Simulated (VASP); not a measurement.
# Hf (Im-3m) in VASP: further runs, part 3 of 3

VASP 6.6.1. Earlier steps stand in the parts before.

## 4. Electric field gradients, PBEsol (volume scaled by 1.04)

Input file INCAR:

```
SYSTEM = Hf
ALGO = Normal
EDIFF = 1E-8
ENCUT = 520
GGA = PS
ISIF = 2
ISMEAR = -1
LASPH = .True.
LCHARG = .False.
LEFG = .True.
LREAL = .False.
LWAVE = .False.
NBANDS = 11
NELM = 60
PREC = Accurate
SIGMA = 0.05
```

Input file KPOINTS:

```
k-points
0
Gamma
  14 14 14
  0 0 0
```

Input file POSCAR:

```
Hf
1.0
   -1.8287527239      1.8287527239      1.8287527239
    1.8287527239     -1.8287527239      1.8287527239
    1.8287527239      1.8287527239     -1.8287527239
Hf
1
Direct
    0.0000000000      0.0000000000      0.0000000000
```

Potentials or basis: VASP PAW PBE potentials, release 64 (Hf_pv).

Launch:

```console
> cat potpaw_PBE.64/Hf_pv/POTCAR > POTCAR
> mpirun -np 1 vasp_std > vasp.out
```

OUTCAR:

```text
SYSTEM = Hf
   EDIFF = 1E-8
   ENCUT = 520
   GGA = PS
   ISIF = 2
   ISMEAR = -1
   LASPH = .True.
   LREAL = .False.
   NELM = 60
   PREC = Accurate

 ion  position               nearest neighbor table
   1  0.000  0.000  0.000-

  LATTYP: Found a body centered cubic cell.
 ALAT       =     3.6575054478

  Lattice vectors:

 A1 = (  -1.8287527239,   1.8287527239,   1.8287527239)
 A2 = (   1.8287527239,  -1.8287527239,   1.8287527239)
 A3 = (   1.8287527239,   1.8287527239,  -1.8287527239)

Analysis of symmetry for initial positions (statically):
=====================================================================
 Subroutine PRICEL returns:
 Original cell was already a primitive cell.

 Routine SETGRP: Setting up the symmetry group for a
 body centered cubic supercell.

 Subroutine GETGRP returns: Found 48 space group operations
 (whereof 48 operations were pure point group operations)
 out of a pool of 48 trial point group operations.

The static configuration has the point symmetry O_h .

Analysis of symmetry for dynamics (positions and initial velocities):
=====================================================================
 Subroutine PRICEL returns:
 Original cell was already a primitive cell.

 Routine SETGRP: Setting up the symmetry group for a
 body centered cubic supercell.

 Subroutine GETGRP returns: Found 48 space group operations
 (whereof 48 operations were pure point group operations)
 out of a pool of 48 trial point group operations.

The dynamic configuration has the point symmetry O_h .

 Subroutine INISYM returns: Found 48 space group operations
 (whereof 48 operations are pure point group operations),
 and found     1 'primitive' translations

----------------------------------------------------------------------------------------

                                     Primitive cell

  volume of cell :      24.4639

  direct lattice vectors                    reciprocal lattice vectors
    -1.828752724  1.828752724  1.828752724     0.000000000  0.273410392  0.273410392
     1.828752724 -1.828752724  1.828752724     0.273410392  0.000000000  0.273410392
     1.828752724  1.828752724 -1.828752724     0.273410392  0.273410392  0.000000000

  length of vectors
     3.167492632  3.167492632  3.167492632     0.386660685  0.386660685  0.386660685

  position of ions in fractional coordinates (direct lattice)
     0.000000000  0.000000000  0.000000000

  ion indices of the primitive-cell ions
   primitive index   ion index
                 1           1

----------------------------------------------------------------------------------------

 KPOINTS: k-points

Automatic generation of k-mesh.
 Grid dimensions read from file:
 generate k-points for:   14   14   14

 Generating k-lattice:

  Cartesian coordinates                     Fractional coordinates (reciprocal lattice)
     0.000000000  0.019529314  0.019529314     0.071428571  0.000000000  0.000000000
     0.019529314  0.000000000  0.019529314     0.000000000  0.071428571  0.000000000
[... 67 lines left out ...]
   TEBEG  =    0.0;   TEEND  =   0.0 temperature during run
   PSTRESS=    0.0 pullay stress
   NELECT =      10.0000    total number of electrons
   NUPDOWN=      -1.0000    fix difference up-down
   EMIN   =  10.00;   EMAX   =-10.00  energy-range for DOS
   EFERMI =   0.00;   METHOD = LEGACY
   ISMEAR =    -1;   SIGMA  =   0.05  broadening in eV -4-tet -1-fermi 0-gaus
   EFERMI_NEDOS =   21; number of points for ismear=-14 and -15
   IALGO  =     38    algorithm
   IMIX   =      4    mixing-type and parameters
     AMIX     =   0.40;   BMIX     =  1.00
     AMIX_MAG =   1.60;   BMIX_MAG =  1.00
  volume/ion in A,a.u.               =      24.46       165.09
  Fermi-wavevector in a.u.,A,eV,Ry     =   1.214973  2.295965 20.084357  1.476159
  Thomas-Fermi vector in A             =   2.350375
   LORBIT       =      0    0 simple, 1 ext, 2 COOP (PROOUT), +10 PAW based schemes
   GGA     = PS    functional components
   LHFCALC =     F    Hartree Fock is set to
   AEXX    =    0.0000 exact exchange contribution
   IVDW    =     0    specifies the selected vdW correction
   LEPSILON=     F    determine dielectric tensor
   LRPA    =     F    only Hartree local field effects (RPA)
 non-spin polarized calculation
  energy-cutoff  :      520.00
  volume of cell :       24.46
 maximum number of plane-waves:       682
   NGX = 11   NGY = 11   NGZ = 11

 number of electron      10.0000000 magnetization

 number of electron       9.9999997 magnetization

 Free energy of the ion-electron system (eV)
  ---------------------------------------------------
  ext. energy  EPLUGINS =         0.00000000
  ---------------------------------------------------
  free energy    TOTEN  =       -10.20669178 eV

  energy without entropy =      -10.18803608  energy(sigma->0) =      -10.19736393

 E-fermi :   3.8426     XC(G=0): -10.9903

 val. band max:        3.8389752723   @ k =  -0.2857   0.2857   0.2143
 cond. band min:       3.8532870294   @ k =  -0.2857   0.3571   0.0714
 fundamental gap:      0.0143117570
 Fermi energy:         3.8426190277

 k-point     1 :       0.0000    0.0000    0.0000
  band No.  band energies     occupation
      1     -26.2952      2.00000
      2     -26.2952      2.00000
      3     -26.2952      2.00000
      4      -2.9079      2.00000
      5       5.2692      0.00000
      6       5.2692      0.00000
      7       5.2692      0.00000
      8       7.8098      0.00000
      9       7.8098      0.00000
     10      16.7378      0.00000
     11      16.7378      0.00000
[... 309 lines left out ...]
 k-point    24 :       0.3571    0.2857    0.0000
  band No.  band energies     occupation
      1     -26.7588      2.00000
      2     -26.6663      2.00000
      3     -26.3705      2.00000
      4       2.2952      2.00000
      5       3.2758      1.99998
      6       3.4719      1.99879
      7       7.9010      0.00000
      8       8.3411      0.00000
      9      10.4438      0.00000
     10      12.8547      0.00000
     11      14.1909      0.00000

 [... further k-points ...]
[... 5 lines left out ...]
  --------------------------------------------------------------------------------------
  -------------------------------------------------------------------------------------
  Total       -1.8425705     -1.8425705     -1.8425705      0.0000000      0.0000000     -0.0000000
  in kB     -120.6728998   -120.6728998   -120.6728998      0.0000000      0.0000000     -0.0000000
  external PRESSURE =    -120.6728998 kB  Pullay stress =       0.0000000 kB

 VOLUME and BASIS-vectors are now :
 -----------------------------------------------------------------------------
  energy-cutoff  :      520.00
  volume of cell :       24.46
      direct lattice vectors                 reciprocal lattice vectors
    -1.828752724  1.828752724  1.828752724     0.000000000  0.273410392  0.273410392
     1.828752724 -1.828752724  1.828752724     0.273410392  0.000000000  0.273410392
     1.828752724  1.828752724 -1.828752724     0.273410392  0.273410392  0.000000000

 POSITION                                       TOTAL-FORCE (eV/Angst)
 -----------------------------------------------------------------------------------
      0.00000      0.00000      0.00000        -0.000000      0.000000     -0.000000
 -----------------------------------------------------------------------------------
    total drift:                               -0.000000      0.000000      0.000000

  FREE ENERGIE OF THE ION-ELECTRON SYSTEM (eV)
  ---------------------------------------------------
  free  energy   TOTEN  =       -10.2066917781 eV

  energy  without entropy=      -10.1880360816  energy(sigma->0) =      -10.19736393

 Electric field gradients (V/A^2)
---------------------------------------------------------------------
 ion       V_xx      V_yy      V_zz      V_xy      V_xz      V_yz
---------------------------------------------------------------------
   1      -0.000     0.000     0.000     0.000     0.000     0.000
---------------------------------------------------------------------

 Electric field gradients after diagonalization (V/A^2)
 (convention: |V_zz| > |V_xx| > |V_yy|)
----------------------------------------------------------------------
 ion       V_xx      V_yy      V_zz     asymmetry (V_yy - V_xx)/ V_zz
----------------------------------------------------------------------
   1      -0.000    -0.000     0.000       0.000
----------------------------------------------------------------------

           NMR quadrupolar parameters

 Cq : quadrupolar parameter    Cq=e*Q*V_zz/h
 eta: asymmetry parameters     (V_yy - V_xx)/ V_zz
 Q  : nuclear electric quadrupole moment in mb (millibarn)
----------------------------------------------------------------------
 ion       Cq(MHz)       eta       Q (mb)
----------------------------------------------------------------------
   1       0.000       0.000       1.000
----------------------------------------------------------------------
```

OSZICAR:

```text
N       E                     dE             d eps       ncg     rms          rms(c)
DAV:   1     0.120679102875E+02    0.12068E+02   -0.57785E+03  2296   0.835E+02
DAV:   2    -0.101729974830E+02   -0.22241E+02   -0.21522E+02  2879   0.153E+02
DAV:   3    -0.106540487789E+02   -0.48105E+00   -0.46731E+00  2870   0.153E+01
DAV:   4    -0.106563568380E+02   -0.23081E-02   -0.23076E-02  2619   0.126E+00
DAV:   5    -0.106563714603E+02   -0.14622E-04   -0.14622E-04  2850   0.896E-02    0.436E+01
DAV:   6    -0.103144002845E+02    0.34197E+00   -0.29976E-01  2495   0.381E+00    0.246E+01
DAV:   7    -0.102108799028E+02    0.10352E+00   -0.35849E-01  2591   0.402E+00    0.124E+00
DAV:   8    -0.102067196369E+02    0.41603E-02   -0.21609E-02  2522   0.107E+00    0.249E-01
DAV:   9    -0.102066885476E+02    0.31089E-04   -0.31978E-04  2797   0.156E-01    0.549E-02
DAV:  10    -0.102066927270E+02   -0.41794E-05   -0.27535E-05  2795   0.385E-02    0.369E-02
DAV:  11    -0.102066918269E+02    0.90015E-06   -0.41361E-06  2741   0.149E-02    0.163E-03
DAV:  12    -0.102066918157E+02    0.11209E-07   -0.63927E-08  2726   0.232E-03    0.143E-03
DAV:  13    -0.102066917772E+02    0.38487E-07   -0.18452E-09  1585   0.360E-04    0.243E-05
DAV:  14    -0.102066917781E+02   -0.96315E-09   -0.23197E-10  1429   0.138E-04
   1 F= -.10206692E+02 E0= -.10197364E+02  d E =-.186557E-01
```

stdout:

```text
POSCAR found type information on POSCAR Hf
 POSCAR found :  1 types and       1 ions
 scaLAPACK will be used
 -----------------------------------------------------------------------------
|                                                                             |
|                                                                             |
|     You enforced a specific xc type in the INCAR file but a different       |
|     I HOPE YOU KNOW WHAT YOU ARE DOING!                                     |
|                                                                             |
 -----------------------------------------------------------------------------

 LDA part: xc-table for (Slater+PW92), standard interpolation
 POSCAR, INCAR and KPOINTS ok, starting setup
 FFT: planning ... GRIDC
 FFT: planning ... GRID_SOFT
 FFT: planning ... GRID
 WAVECAR not read
 entering main loop
ion   1
```

Wall time 14 s (1 thread of Intel Xeon Platinum 8488C (Sapphire Rapids), shared host); peak memory 0.15 GiB.

What came out:

* Free energy: -10.2067 eV
* Pressure: -12.1 GPa
* Band gap on the k mesh: zero (band 5 reaches 5.27 eV, above the bottom of band 6 at 3.15 eV)

Caveat: without QUAD_EFG the Cq values of the log hold for a quadrupole moment of 1 mb, not for the nuclei; the PAW data sets were made with another functional, which shifts forces and pressure a little; spin-orbit coupling is left out, which moves the levels of the heavy elements.

## 5. Electric field gradients, PBEsol (volume scaled by 1.06)

Input file INCAR:

```
SYSTEM = Hf
PREC = Accurate
ENCUT = 520
EDIFF = 1E-8
ISMEAR = -1
SIGMA = 0.05
LREAL = .False.
LASPH = .True.
NELM = 60
ALGO = Normal
ISIF = 2
LWAVE = .False.
LCHARG = .False.
GGA = PS
LEFG = .True.
NBANDS = 11
```

Input file KPOINTS:

```
Automatic mesh
0
Gamma
  14 14 14
  0 0 0
```

Input file POSCAR:

```
Hf
1.0
   -1.8404011445      1.8404011445      1.8404011445
    1.8404011445     -1.8404011445      1.8404011445
    1.8404011445      1.8404011445     -1.8404011445
Hf
1
Direct
    0.0000000000      0.0000000000      0.0000000000
```

Potentials or basis: VASP PAW PBE potentials, release 64 (Hf_pv).

Launch:

```console
> cat potpaw_PBE.64/Hf_pv/POTCAR > POTCAR
> mpirun -np 1 vasp_std > vasp.out
```

OUTCAR:

```text
SYSTEM = Hf
   PREC = Accurate
   ENCUT = 520
   EDIFF = 1E-8
   ISMEAR = -1
   LREAL = .False.
   LASPH = .True.
   NELM = 60
   ISIF = 2
   GGA = PS

 ion  position               nearest neighbor table
   1  0.000  0.000  0.000-

  LATTYP: Found a body centered cubic cell.
 ALAT       =     3.6808022890

  Lattice vectors:

 A1 = (  -1.8404011445,   1.8404011445,   1.8404011445)
 A2 = (   1.8404011445,  -1.8404011445,   1.8404011445)
 A3 = (   1.8404011445,   1.8404011445,  -1.8404011445)

Analysis of symmetry for initial positions (statically):
=====================================================================
 Subroutine PRICEL returns:
 Original cell was already a primitive cell.

 Routine SETGRP: Setting up the symmetry group for a
 body centered cubic supercell.

 Subroutine GETGRP returns: Found 48 space group operations
 (whereof 48 operations were pure point group operations)
 out of a pool of 48 trial point group operations.

The static configuration has the point symmetry O_h .

Analysis of symmetry for dynamics (positions and initial velocities):
=====================================================================
 Subroutine PRICEL returns:
 Original cell was already a primitive cell.

 Routine SETGRP: Setting up the symmetry group for a
 body centered cubic supercell.

 Subroutine GETGRP returns: Found 48 space group operations
 (whereof 48 operations were pure point group operations)
 out of a pool of 48 trial point group operations.

The dynamic configuration has the point symmetry O_h .

 Subroutine INISYM returns: Found 48 space group operations
[... 161 lines left out ...]
      9       7.6212      0.00000
     10      16.5310      0.00000
     11      16.5310      0.00000
[... 309 lines left out ...]
 k-point    24 :       0.3571    0.2857   -0.0000
  band No.  band energies     occupation
      1     -26.9211      2.00000
      2     -26.8346      2.00000
      3     -26.5579      2.00000
      4       2.2048      2.00000
      5       3.1692      1.99997
      6       3.3487      1.99902
      7       7.7027      0.00000
      8       8.1307      0.00000
      9      10.1482      0.00000
     10      12.5385      0.00000
     11      13.8572      0.00000

 [... further k-points ...]

------------------------ aborting loop because EDIFF is reached ----------------------------------------

  FORCE on cell =-STRESS in cart. coord.  units (eV):
  Direction    XX          YY          ZZ          XY          YZ          ZX
  --------------------------------------------------------------------------------------
  -------------------------------------------------------------------------------------
  Total       -2.0633303     -2.0633303     -2.0633303      0.0000000      0.0000000     -0.0000000
  in kB     -132.5811777   -132.5811777   -132.5811777      0.0000000      0.0000000     -0.0000000
  external PRESSURE =    -132.5811777 kB  Pullay stress =       0.0000000 kB

 VOLUME and BASIS-vectors are now :
 -----------------------------------------------------------------------------
  energy-cutoff  :      520.00
  volume of cell :       24.93
      direct lattice vectors                 reciprocal lattice vectors
    -1.840401144  1.840401144  1.840401144     0.000000000  0.271679901  0.271679901
     1.840401144 -1.840401144  1.840401144     0.271679901  0.000000000  0.271679901
     1.840401144  1.840401144 -1.840401144     0.271679901  0.271679901  0.000000000

 POSITION                                       TOTAL-FORCE (eV/Angst)
 -----------------------------------------------------------------------------------
      0.00000      0.00000      0.00000        -0.000000      0.000000     -0.000000
 -----------------------------------------------------------------------------------
    total drift:                                0.000000      0.000000      0.000000

  FREE ENERGIE OF THE ION-ELECTRON SYSTEM (eV)
  ---------------------------------------------------
  free  energy   TOTEN  =       -10.1695387270 eV

  energy  without entropy=      -10.1506040360  energy(sigma->0) =      -10.16007138

 Electric field gradients (V/A^2)
---------------------------------------------------------------------
 ion       V_xx      V_yy      V_zz      V_xy      V_xz      V_yz
---------------------------------------------------------------------
   1      -0.000     0.000    -0.000     0.000     0.000     0.000
---------------------------------------------------------------------

 Electric field gradients after diagonalization (V/A^2)
 (convention: |V_zz| > |V_xx| > |V_yy|)
----------------------------------------------------------------------
 ion       V_xx      V_yy      V_zz     asymmetry (V_yy - V_xx)/ V_zz
----------------------------------------------------------------------
   1      -0.000    -0.000     0.000       0.000
----------------------------------------------------------------------

           NMR quadrupolar parameters

 Cq : quadrupolar parameter    Cq=e*Q*V_zz/h
 eta: asymmetry parameters     (V_yy - V_xx)/ V_zz
 Q  : nuclear electric quadrupole moment in mb (millibarn)
----------------------------------------------------------------------
 ion       Cq(MHz)       eta       Q (mb)
----------------------------------------------------------------------
   1       0.000       0.000       1.000
----------------------------------------------------------------------
```

It took 16 s on 1 thread of Intel Xeon Platinum 8488C (Sapphire Rapids), shared host; peak memory 0.15 GiB.

What came out:

```
Free energy            : -10.1695 eV
Pressure               : -13.3 GPa
Band gap on the k mesh : zero (band 5 reaches 5.13 eV, above the bottom of band 6 at 3.04 eV)
```

Levels at points of the mesh, in eV from the Fermi level:
| k point | band 1 | band 2 | band 3 | band 4 | band 5 | band 6 | band 7 | band 8 | band 9 | band 10 |
| --- | --- | --- | --- | --- | --- | --- | --- | --- | --- | --- |
| (0.00, 0.00, 0.00) | -30.22 | -30.22 | -30.22 | -6.69 | 1.40 | 1.40 | 1.40 | 3.89 | 3.89 | 12.80 |
| (0.50, 0.00, 0.00) | -30.78 | -30.41 | -30.22 | -3.08 | -0.36 | 0.73 | 3.66 | 4.56 | 6.67 | 8.73 |
| (0.50, 0.50, 0.50) | -30.62 | -30.62 | -30.62 | -2.15 | -2.15 | 5.98 | 5.98 | 5.98 | 6.41 | 6.41 |

Caveat: without QUAD_EFG the Cq values of the log hold for a quadrupole moment of 1 mb, not for the nuclei; the PAW data sets were made with another functional, which shifts forces and pressure a little; spin-orbit coupling is left out, which moves the levels of the heavy elements.

## 6. Summary

| cell | gap on the mesh (eV) | pressure (GPa) |
| --- | --- | --- |
| a = 3.147 Å, angles 109.5°, 1 atom | none | -10.8 |
| a = 3.167 Å, angles 109.5°, 1 atom | none | -12.1 |
| a = 3.188 Å, angles 109.5°, 1 atom | none | -13.3 |

Alike in all rows: task electric field gradients; level PBEsol; potentials or basis VASP PAW PBE potentials, release 64 (Hf_pv); no spin polarisation; k mesh 14 × 14 × 14; cutoff (eV) 520; smearing fermi-dirac 0.05 eV.

Caveats: the PAW data sets were made with another functional, which shifts forces and pressure a little; spin-orbit coupling is left out, which moves the levels of the heavy elements.

Absolute energies hang on the potentials; compare differences alone.
